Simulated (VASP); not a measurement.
# Cd3Se (I4/mmm) in VASP: notebook, part 2 of 2

VASP 6.6.1. Earlier steps stand in the parts before.

## Step 5: Single point, PBEsol

This run uses another cell than the first one, of 26.88 Å³/atom, 1.128 times its volume.

Input file INCAR:

```
  PREC = Accurate
  ENCUT = 520
  EDIFF = 1E-6
  ISMEAR = -1
  SIGMA = 0.05
  LREAL = F
  LASPH = T
  NELM = 100
  ALGO = Normal
  ISIF = 2
  LWAVE = F
  LCHARG = F
  GGA = PS
  NBANDS = 29
```

Input file KPOINTS:

```
Automatic mesh
0
Gamma
  9 9 9
```

Input file POSCAR:

```
Cd3Se
1.0
   -2.0809818488      2.0809818488      6.2064648191
    2.0809818488     -2.0809818488      6.2064648191
    2.0809818488      2.0809818488     -6.2064648191
Cd Se
3 1
Direct
    0.5000000000      0.5000000000      0.0000000000
    0.2500000000      0.7500000000      0.5000000000
    0.7500000000      0.2500000000      0.5000000000
    0.0000000000      0.0000000000      0.0000000000
```

Potentials or basis: VASP PAW PBE potentials, release 64 (Cd, Se).

On the command line:

```console
$ cat potpaw_PBE.64/Cd/POTCAR potpaw_PBE.64/Se/POTCAR > POTCAR
$ mpirun -np 1 vasp_std > vasp.out
```

OUTCAR:

```text
PREC = Accurate
   ENCUT = 520
   EDIFF = 1E-6
   ISMEAR = -1
   LREAL = F
   LASPH = T
   NELM = 100
   ISIF = 2
   GGA = PS

 ion  position               nearest neighbor table
   1  0.500  0.500  0.000-   4 2.94   4 2.94   4 2.94   4 2.94   2 3.74   2 3.74   3 3.74   3 3.74
                             3 3.74   2 3.74   3 3.74   2 3.74
   2  0.250  0.750  0.500-   3 2.94   3 2.94   3 2.94   3 2.94   1 3.74   1 3.74   1 3.74   1 3.74

   3  0.750  0.250  0.500-   2 2.94   2 2.94   2 2.94   2 2.94   1 3.74   1 3.74   1 3.74   1 3.74

   4  0.000  0.000  0.000-   1 2.94   1 2.94   1 2.94   1 2.94

  LATTYP: Found a body centered tetragonal cell.
 ALAT       =     4.1619636976
 C/A-ratio  =     2.9824694640

  Lattice vectors:

 A1 = (  -2.0809818488,   2.0809818488,   6.2064648191)
 A2 = (   2.0809818488,  -2.0809818488,   6.2064648191)
 A3 = (   2.0809818488,   2.0809818488,  -6.2064648191)

Analysis of symmetry for initial positions (statically):
=====================================================================
 Subroutine PRICEL returns:
[... 169 lines left out ...]
  ext. energy  EPLUGINS =         0.00000000
  ---------------------------------------------------
  free energy    TOTEN  =        -7.26714948 eV

  energy without entropy =       -7.25849938  energy(sigma->0) =       -7.26282443

 E-fermi :   1.4357     XC(G=0):  -9.8513

 val. band max:        1.4153596015   @ k =   0.3333   0.3333   0.0000
 cond. band min:       1.4513796493   @ k =   0.1111  -0.0000   0.0000
 fundamental gap:      0.0360200478
 Fermi energy:         1.4357345861

 k-point     1 :       0.0000    0.0000    0.0000
  band No.  band energies     occupation
      1     -11.1514      2.00000
      2      -7.7737      2.00000
      3      -7.5282      2.00000
      4      -7.3895      2.00000
      5      -7.0503      2.00000
      6      -7.0503      2.00000
[... 757 lines left out ...]
     28       9.8460      0.00000
     29      10.1987      0.00000

 [... further k-points ...]
[... 5 lines left out ...]
  --------------------------------------------------------------------------------------
  -------------------------------------------------------------------------------------
  Total       -4.1773744     -4.1773744     -1.8247644      0.0000000      0.0000000      0.0000000
  in kB      -62.2548376    -62.2548376    -27.1942141      0.0000000      0.0000000      0.0000000
  external PRESSURE =     -50.5679631 kB  Pullay stress =       0.0000000 kB

 VOLUME and BASIS-vectors are now :
 -----------------------------------------------------------------------------
  energy-cutoff  :      520.00
  volume of cell :      107.51
      direct lattice vectors                 reciprocal lattice vectors
    -2.080981849  2.080981849  6.206464819     0.000000000  0.240271197  0.080561159
     2.080981849 -2.080981849  6.206464819     0.240271197  0.000000000  0.080561159
     2.080981849  2.080981849 -6.206464819     0.240271197  0.240271197  0.000000000

 POSITION                                       TOTAL-FORCE (eV/Angst)
 -----------------------------------------------------------------------------------
      0.00000      0.00000      6.20646         0.000000     -0.000000      0.000000
      2.08098      0.00000      3.10323        -0.000000     -0.000000     -0.000000
      0.00000      2.08098      3.10323        -0.000000      0.000000     -0.000000
      0.00000      0.00000      0.00000         0.000000     -0.000000      0.000000
 -----------------------------------------------------------------------------------
    total drift:                               -0.000000      0.000000      0.000000

  FREE ENERGIE OF THE ION-ELECTRON SYSTEM (eV)
  ---------------------------------------------------
  free  energy   TOTEN  =        -7.2671494825 eV

  energy  without entropy=       -7.2584993833  energy(sigma->0) =       -7.26282443
```

stdout:

```text
POSCAR found type information on POSCAR CdSe
 POSCAR found :  2 types and       4 ions
 scaLAPACK will be used
 -----------------------------------------------------------------------------
|                                                                             |
|                                                                             |
|     You enforced a specific xc type in the INCAR file but a different       |
|     I HOPE YOU KNOW WHAT YOU ARE DOING!                                     |
|                                                                             |
 -----------------------------------------------------------------------------

 LDA part: xc-table for (Slater+PW92), standard interpolation
 POSCAR, INCAR and KPOINTS ok, starting setup
 FFT: planning ... GRIDC
 FFT: planning ... GRID_SOFT
 FFT: planning ... GRID
 WAVECAR not read
 entering main loop
```

It took 14 min on 1 thread of AMD EPYC 7R13, shared host; peak memory 0.49 GiB.

What came out:

```
Free energy            : -7.2671 eV
Pressure               : -5.1 GPa
Band gap on the k mesh : zero (band 21 reaches 2.20 eV, above the bottom of band 22 at 0.65 eV)
```

Caveat: the PAW data sets were made with another functional, which shifts forces and pressure a little.

## Step 6: The runs side by side

```csv
cell,k mesh,smearing,gap on the mesh (eV),pressure (GPa)
"a = 6.599 Å, angles 144.7, 144.7, 50.7°, 4 atoms",9 × 9 × 9,fermi-dirac 0.05 eV,none,-1.1
"a = 6.737 Å, angles 144.7, 144.7, 50.7°, 4 atoms",5 × 5 × 5,fermi-dirac 0.03 eV,none,-3.4
"a = 6.737 Å, angles 144.7, 144.7, 50.7°, 4 atoms",9 × 9 × 9,fermi-dirac 0.05 eV,none,-3.5
"a = 6.869 Å, angles 144.7, 144.7, 50.7°, 4 atoms",9 × 9 × 9,fermi-dirac 0.05 eV,none,-5.1
```

Alike in all rows: task single point; level PBEsol; potentials or basis VASP PAW PBE potentials, release 64 (Cd, Se); no spin polarisation; cutoff (eV) 520.

Caveats: some runs use coarse meshes; the PAW data sets were made with another functional, which shifts forces and pressure a little.

Absolute energies hang on the potentials; compare differences alone.
